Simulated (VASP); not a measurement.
# Na (Im-3m) in VASP: further runs

The runs below take Na through single point, with PBE, PBEsol.

All numbers are computed with VASP 6.6.1; they aren't measurements. Logs are shortened: lines on timing, memory, paths and dates and some standing lists are left out, and cuts for length are marked.

### Step 1. The cell of the first run

It takes space group Im-3m (No. 229, cubic). Conventional cell: a = 4.282 Å, b = 4.282 Å, c = 4.282 Å, α = 90.00°, β = 90.00°, γ = 90.00°. Within 4.9 Å of Na (site symmetry m-3m) lie 14 Na at 3.71 to 4.28 Å.

### Step 2. Single point, PBE

INCAR

```
ALGO = Fast
EDIFF = 1E-7
ENCUT = 520
GGA = PE
ISIF = 2
ISMEAR = -1
LASPH = True
LCHARG = False
LREAL = False
LWAVE = False
NBANDS = 10
NELM = 60
PREC = Accurate
SIGMA = 0.05
```

KPOINTS

```
k-points
0
Gamma
  9 9 9
```

POSCAR

```
Na
1.0
   -2.1410000000      2.1410000000      2.1410000000
    2.1410000000     -2.1410000000      2.1410000000
    2.1410000000      2.1410000000     -2.1410000000
Na
1
Direct
    0.0000000000      0.0000000000      0.0000000000
```

Potentials or basis: VASP PAW PBE potentials, release 64 (Na_pv).

Command:

```bash
$ cat potpaw_PBE.64/Na_pv/POTCAR > POTCAR
$ mpirun -np 1 vasp_std > vasp.out
```

OUTCAR:

```text
EDIFF = 1E-7
   ENCUT = 520
   GGA = PE
   ISIF = 2
   ISMEAR = -1
   LASPH = True
   LREAL = False
   NELM = 60
   PREC = Accurate

 ion  position               nearest neighbor table
   1  0.000  0.000  0.000-

  LATTYP: Found a body centered cubic cell.
 ALAT       =     4.2820000000

  Lattice vectors:

 A1 = (  -2.1410000000,   2.1410000000,   2.1410000000)
 A2 = (   2.1410000000,  -2.1410000000,   2.1410000000)
 A3 = (   2.1410000000,   2.1410000000,  -2.1410000000)

Analysis of symmetry for initial positions (statically):
=====================================================================
 Subroutine PRICEL returns:
 Original cell was already a primitive cell.

 Routine SETGRP: Setting up the symmetry group for a
 body centered cubic supercell.

 Subroutine GETGRP returns: Found 48 space group operations
[... 9 lines left out ...]

 Routine SETGRP: Setting up the symmetry group for a
 body centered cubic supercell.

 Subroutine GETGRP returns: Found 48 space group operations
[... 11 lines left out ...]
                                     Primitive cell

  volume of cell :      39.2564

  direct lattice vectors                    reciprocal lattice vectors
    -2.141000000  2.141000000  2.141000000     0.000000000  0.233535731  0.233535731
     2.141000000 -2.141000000  2.141000000     0.233535731  0.000000000  0.233535731
     2.141000000  2.141000000 -2.141000000     0.233535731  0.233535731  0.000000000

  length of vectors
     3.708320779  3.708320779  3.708320779     0.330269398  0.330269398  0.330269398

  position of ions in fractional coordinates (direct lattice)
     0.000000000  0.000000000  0.000000000

  ion indices of the primitive-cell ions
   primitive index   ion index
                 1           1

----------------------------------------------------------------------------------------

 KPOINTS: k-points

Automatic generation of k-mesh.
 Grid dimensions read from file:
 generate k-points for:    9    9    9

 Generating k-lattice:

  Cartesian coordinates                     Fractional coordinates (reciprocal lattice)
     0.000000000  0.025948415  0.025948415     0.111111111  0.000000000  0.000000000
     0.025948415  0.000000000  0.025948415     0.000000000  0.111111111  0.000000000
     0.025948415  0.025948415  0.000000000     0.000000000  0.000000000  0.111111111

  Length of vectors
     0.036696600  0.036696600  0.036696600

  Shift w.r.t. Gamma in fractional coordinates (k-lattice)
     0.000000000  0.000000000  0.000000000

 Subroutine IBZKPT returns following result:
 ===========================================

 Found     35 irreducible k-points:

 Following reciprocal coordinates:
            Coordinates               Weight
  0.000000  0.000000  0.000000      1.000000
  0.111111  0.000000  0.000000     12.000000
  0.222222  0.000000  0.000000     12.000000
  0.333333  0.000000  0.000000     12.000000
  0.444444  0.000000  0.000000     12.000000
  0.111111  0.111111  0.000000     24.000000
[... 16 lines left out ...]
 -0.333333  0.444444  0.111111     48.000000
 -0.444444 -0.444444  0.111111     24.000000
 [... further k-points ...]
   k-points           NKPTS =     35   k-points in BZ     NKDIM =     35   number of bands    NBANDS=     10
   number of dos      NEDOS =    301   number of ions     NIONS =      1
   total plane-waves  NPLWV =  21952
   dimension x,y,z NGX =    28 NGY =   28 NGZ =   28
   dimension x,y,z NGXF=    56 NGYF=   56 NGZF=   56
   ions per type =               1
   NGX,Y,Z   is equivalent  to a cutoff of  12.55, 12.55, 12.55 a.u.
   NGXF,Y,Z  is equivalent  to a cutoff of  25.11, 25.11, 25.11 a.u.
 SYSTEM =  unknown system
   PREC   = accura    normal or accurate (medium, high low for compatibility)
   ISTART =      0    job   : 0-new  1-cont  2-samecut
   ICHARG =      2    charge: 1-file 2-atom 10-const
   ISPIN  =      1    spin polarized calculation?
   LNONCOLLINEAR =      F non collinear calculations
   LSORBIT =      F    spin-orbit coupling
   LASPH  =      T    aspherical Exc in radial PAW
   ENCUT  =  520.0 eV  38.22 Ry    6.18 a.u.   6.90  6.90  6.90*2*pi/ulx,y,z
   NELM   =     60;   NELMIN=  2; NELMDL= -5     # of ELM steps
   EDIFF  = 0.1E-06   stopping-criterion for ELM
   LREAL  =      F    real-space projection
   EDIFFG = 0.1E-05   stopping-criterion for IOM
   NSW    =      0    number of steps for IOM
   IBRION =     -1    ionic relax: 0-MD 1-quasi-New 2-CG
   NFREE  =      0    steps in history (QN), initial steepest desc. (CG)
   ISIF   =      2    stress and relaxation
   ISYM   =      2    0-nonsym 1-usesym 2-fastsym
   POTIM  = 0.5000    time-step for ionic-motion
   TEBEG  =    0.0;   TEEND  =   0.0 temperature during run
   PSTRESS=    0.0 pullay stress
   NELECT =       7.0000    total number of electrons
   NUPDOWN=      -1.0000    fix difference up-down
   EMIN   =  10.00;   EMAX   =-10.00  energy-range for DOS
   EFERMI =   0.00;   METHOD = LEGACY
   ISMEAR =    -1;   SIGMA  =   0.05  broadening in eV -4-tet -1-fermi 0-gaus
   EFERMI_NEDOS =   21; number of points for ismear=-14 and -15
   IALGO  =     68    algorithm
   IMIX   =      4    mixing-type and parameters
     AMIX     =   0.40;   BMIX     =  1.00
     AMIX_MAG =   1.60;   BMIX_MAG =  1.00
  volume/ion in A,a.u.               =      39.26       264.91
  Fermi-wavevector in a.u.,A,eV,Ry     =   0.921448  1.741284 11.552251  0.849066
  Thomas-Fermi vector in A             =   2.046866
   LORBIT       =      0    0 simple, 1 ext, 2 COOP (PROOUT), +10 PAW based schemes
   GGA     = PE    functional components
   LHFCALC =     F    Hartree Fock is set to
   AEXX    =    0.0000 exact exchange contribution
   IVDW    =     0    specifies the selected vdW correction
   LEPSILON=     F    determine dielectric tensor
   LRPA    =     F    only Hartree local field effects (RPA)
 non-spin polarized calculation
 RMM-DIIS sequential band-by-band and
  energy-cutoff  :      520.00
  volume of cell :       39.26
 maximum number of plane-waves:      1075
   NGX = 13   NGY = 13   NGZ = 13

 number of electron       7.0000011 magnetization

 Free energy of the ion-electron system (eV)
  ---------------------------------------------------
  ext. energy  EPLUGINS =         0.00000000
  ---------------------------------------------------
  free energy    TOTEN  =        -1.31456417 eV

  energy without entropy =       -1.31128182  energy(sigma->0) =       -1.31292299

 E-fermi :   0.1574     XC(G=0):  -6.3551

 val. band max:        0.0615697208   @ k =  -0.3333   0.4444   0.1111
 cond. band min:       0.2538486478   @ k =   0.4444   0.0000   0.0000
 fundamental gap:      0.1922789270
 Fermi energy:         0.1574122521

 k-point     1 :       0.0000    0.0000    0.0000
  band No.  band energies     occupation
      1     -24.7788      2.00000
      2     -24.7788      2.00000
      3     -24.7788      2.00000
      4      -2.9901      2.00000
      5      11.5351      0.00000
      6      11.5351      0.00000
      7      11.5351      0.00000
      8      12.5038      0.00000
      9      12.5041      0.00000
     10      13.0477      0.00000

 k-point     2 :       0.1111    0.0000    0.0000
  band No.  band energies     occupation
      1     -24.7821      2.00000
      2     -24.7799      2.00000
      3     -24.7787      2.00000
      4      -2.7812      2.00000
      5       9.3596      0.00000
      6      10.5186      0.00000
      7      10.8164      0.00000
      8      11.3112      0.00000
      9      11.8256      0.00000
     10      13.2843      0.00000

 k-point     3 :       0.2222    0.0000    0.0000
  band No.  band energies     occupation
      1     -24.7907      2.00000
      2     -24.7828      2.00000
      3     -24.7787      2.00000
      4      -2.1594      2.00000
      5       6.6232      0.00000
      6       9.3754      0.00000
      7       9.9201      0.00000
      8      10.2296      0.00000
      9      11.1696      0.00000
     10      13.7932      0.00000

 k-point     4 :       0.3333    0.0000    0.0000
  band No.  band energies     occupation
      1     -24.8005      2.00000
      2     -24.7862      2.00000
      3     -24.7787      2.00000
      4      -1.1384      2.00000
      5       4.1778      0.00000
      6       8.5886      0.00000
      7       9.2953      0.00000
      8       9.5077      0.00000
      9      10.5234      0.00000
     10      14.5928      0.00000

 k-point     5 :       0.4444    0.0000    0.0000
  band No.  band energies     occupation
      1     -24.8068      2.00000
      2     -24.7884      2.00000
      3     -24.7786      2.00000
      4       0.2538      0.25378
      5       2.0737      0.00000
      6       8.1920      0.00000
      7       8.9808      0.00000
      8       9.1476      0.00000
      9      10.1550      0.00000
     10      15.5471      0.00000

 k-point     6 :       0.1111    0.1111    0.0000
  band No.  band energies     occupation
      1     -24.7881      2.00000
      2     -24.7812      2.00000
      3     -24.7796      2.00000
      4      -2.3659      2.00000
      5       7.8601      0.00000
      6       8.3593      0.00000
      7       9.9670      0.00000
      8      11.3021      0.00000
      9      12.0028      0.00000
     10      13.5259      0.00000

 k-point     7 :       0.2222    0.1111   -0.0000
  band No.  band energies     occupation
      1     -24.7965      2.00000
      2     -24.7847      2.00000
      3     -24.7799      2.00000
      4      -1.5445      2.00000
      5       5.4728      0.00000
      6       7.2416      0.00000
      7       9.1163      0.00000
      8      10.7159      0.00000
      9      12.2060      0.00000
     10      13.1088      0.00000

 k-point     8 :       0.3333    0.1111    0.0000
  band No.  band energies     occupation
      1     -24.8037      2.00000
      2     -24.7882      2.00000
      3     -24.7799      2.00000
      4      -0.3356      1.99990
      5       3.2171      0.00000
      6       6.6593      0.00000
      7       8.5826      0.00000
      8      10.2013      0.00000
      9      12.0229      0.00000
     10      13.8084      0.00000

 k-point     9 :       0.4444    0.1111   -0.0000
  band No.  band energies     occupation
      1     -24.8065      2.00000
      2     -24.7896      2.00000
      3     -24.7799      2.00000
      4       1.0534      0.00000
      5       1.4763      0.00000
      6       6.4666      0.00000
      7       8.4019      0.00000
      8      10.0218      0.00000
      9      11.8830      0.00000
     10      14.7325      0.00000
[... 118 lines left out ...]
 k-point    19 :      -0.2222    0.2222    0.1111
  band No.  band energies     occupation
      1     -24.7906      2.00000
      2     -24.7841      2.00000
      3     -24.7815      2.00000
      4      -1.9537      2.00000
      5       6.7745      0.00000
      6       8.1793      0.00000
      7       8.9883      0.00000
      8      10.6655      0.00000
      9      11.4502      0.00000
     10      12.8687      0.00000

 k-point    20 :      -0.3333    0.3333    0.1111
  band No.  band energies     occupation
      1     -24.7999      2.00000
      2     -24.7875      2.00000
      3     -24.7813      2.00000
      4      -0.9364      2.00000
      5       4.3594      0.00000
      6       7.4515      0.00000
      7       8.3399      0.00000
      8      10.8026      0.00000
      9      11.2828      0.00000
     10      12.3096      0.00000

 k-point    21 :      -0.2222    0.3333    0.1111
  band No.  band energies     occupation
      1     -24.7967      2.00000
      2     -24.7875      2.00000
      3     -24.7832      2.00000
      4      -1.1383      2.00000
      5       5.5827      0.00000
      6       6.2300      0.00000
      7       9.0296      0.00000
      8      10.0545      0.00000
      9      11.1065      0.00000
     10      14.4366      0.00000

 k-point    22 :      -0.4444    0.4444    0.1111
  band No.  band energies     occupation
      1     -24.8059      2.00000
      2     -24.7897      2.00000
      3     -24.7812      2.00000
      4       0.4500      0.00574
      5       2.2678      0.00000
      6       7.0863      0.00000
      7       7.9733      0.00000
      8      10.4629      0.00000
      9      11.5193      0.00000
     10      12.8046      0.00000

 k-point    23 :      -0.3333    0.4444    0.1111
  band No.  band energies     occupation
      1     -24.8025      2.00000
      2     -24.7913      2.00000
      3     -24.7834      2.00000
      4       0.0616      1.74357
      5       3.5760      0.00000
      6       5.4251      0.00000
      7       8.8408      0.00000
      8      10.4556      0.00000
      9      10.8588      0.00000
     10      13.6247      0.00000

 k-point    24 :      -0.4444   -0.4444    0.1111
  band No.  band energies     occupation
      1     -24.8048      2.00000
      2     -24.7929      2.00000
      3     -24.7834      2.00000
      4       1.4274      0.00000
      5       1.8754      0.00000
      6       5.2173      0.00000
      7       8.6949      0.00000
      8      10.3628      0.00000
      9      11.7242      0.00000
     10      12.6018      0.00000

 [... further k-points ...]
[... 5 lines left out ...]
  --------------------------------------------------------------------------------------
  -------------------------------------------------------------------------------------
  Total       -0.1092389     -0.1092389     -0.1092389     -0.0000000      0.0000000     -0.0000000
  in kB       -4.4583896     -4.4583896     -4.4583896     -0.0000000      0.0000000     -0.0000000
  external PRESSURE =      -4.4583896 kB  Pullay stress =       0.0000000 kB

 VOLUME and BASIS-vectors are now :
 -----------------------------------------------------------------------------
  energy-cutoff  :      520.00
  volume of cell :       39.26
      direct lattice vectors                 reciprocal lattice vectors
    -2.141000000  2.141000000  2.141000000     0.000000000  0.233535731  0.233535731
     2.141000000 -2.141000000  2.141000000     0.233535731  0.000000000  0.233535731
     2.141000000  2.141000000 -2.141000000     0.233535731  0.233535731  0.000000000

 POSITION                                       TOTAL-FORCE (eV/Angst)
 -----------------------------------------------------------------------------------
      0.00000      0.00000      0.00000         0.000000      0.000000      0.000000
 -----------------------------------------------------------------------------------
    total drift:                               -0.000000     -0.000000     -0.000000

  FREE ENERGIE OF THE ION-ELECTRON SYSTEM (eV)
  ---------------------------------------------------
  free  energy   TOTEN  =        -1.3145641674 eV

  energy  without entropy=       -1.3112818165  energy(sigma->0) =       -1.31292299
```

Run time: 5.5 s. Hardware: 1 thread of Intel Xeon 6975P-C (Granite Rapids), shared host; peak memory 0.14 GiB.

Results:

```
Free energy : -1.3146 eV
Pressure    : -0.4 GPa
```

### Step 3. Single point, PBEsol (volume scaled by 0.96)

INCAR

```
PREC = Accurate ; ENCUT = 520
EDIFF = 1E-6 ; ISMEAR = -1
SIGMA = 0.05 ; LREAL = False
LASPH = True ; NELM = 80
ALGO = Normal ; ISIF = 2
LWAVE = False ; LCHARG = True
GGA = PS ; LELF = True
LVHAR = True ; NBANDS = 10
```

KPOINTS

```
Automatic mesh
0
Gamma
  9 9 9
```

POSCAR

```
Na
1.0
   -2.1120640205      2.1120640205      2.1120640205
    2.1120640205     -2.1120640205      2.1120640205
    2.1120640205      2.1120640205     -2.1120640205
Na
1
Direct
    0.0000000000      0.0000000000      0.0000000000
```

Potentials or basis: VASP PAW PBE potentials, release 64 (Na_pv).

Command:

```bash
$ cat potpaw_PBE.64/Na_pv/POTCAR > POTCAR
$ mpirun -np 1 vasp_std > vasp.out
```

Run time: 4.1 s. Hardware: 1 thread of Intel Xeon 6975P-C (Granite Rapids), shared host; peak memory 0.14 GiB.

It converged, with:

* Free energy: -1.4048 eV
* Pressure: -0.3 GPa

Levels at points of the mesh, in eV from the Fermi level:
```tsv
k point	band 1	band 2	band 3	band 4	band 5	band 6
(0.00, 0.00, 0.00)	-24.78	-24.78	-24.78	-3.23	11.64	11.64
```

Caveat: the PAW data sets were made with another functional, which shifts forces and pressure a little.

### Step 4. Single point, PBEsol (volume scaled by 0.98)

INCAR

```
SYSTEM = Na
  ALGO = Normal
  EDIFF = 1E-7
  ENCUT = 520
  GGA = PS
  ISIF = 2
  ISMEAR = -1
  LASPH = .True.
  LCHARG = .True.
  LELF = .True.
  LREAL = .False.
  LVHAR = .True.
  LWAVE = .False.
  NBANDS = 10
  NELM = 60
  PREC = Accurate
  SIGMA = 0.05
```

KPOINTS

```
k-points
0
Gamma
  9 9 9
  0 0 0
```

POSCAR

```
Na
1.0
   -2.1266304395      2.1266304395      2.1266304395
    2.1266304395     -2.1266304395      2.1266304395
    2.1266304395      2.1266304395     -2.1266304395
Na
1
Direct
    0.0000000000      0.0000000000      0.0000000000
```

Command:

```bash
$ cat potpaw_PBE.64/Na_pv/POTCAR > POTCAR
$ mpirun -np 1 vasp_std > vasp.out
```

Run time: 4.3 s. Hardware: 1 thread of Intel Xeon 6975P-C (Granite Rapids), shared host; peak memory 0.14 GiB.

Results (log left out):

| Quantity | Value |
| --- | --- |
| Free energy | -1.4031 eV |
| Pressure | -0.4 GPa |

Levels at points of the mesh, in eV from the Fermi level:
| k point | band 1 | band 2 | band 3 | band 4 | band 5 | band 6 |
| --- | --- | --- | --- | --- | --- | --- |
| (0.00, 0.00, 0.00) | -24.80 | -24.80 | -24.80 | -3.19 | 11.51 | 11.51 |

Caveat: the PAW data sets were made with another functional, which shifts forces and pressure a little.

(Continued in part 2 of 2.)
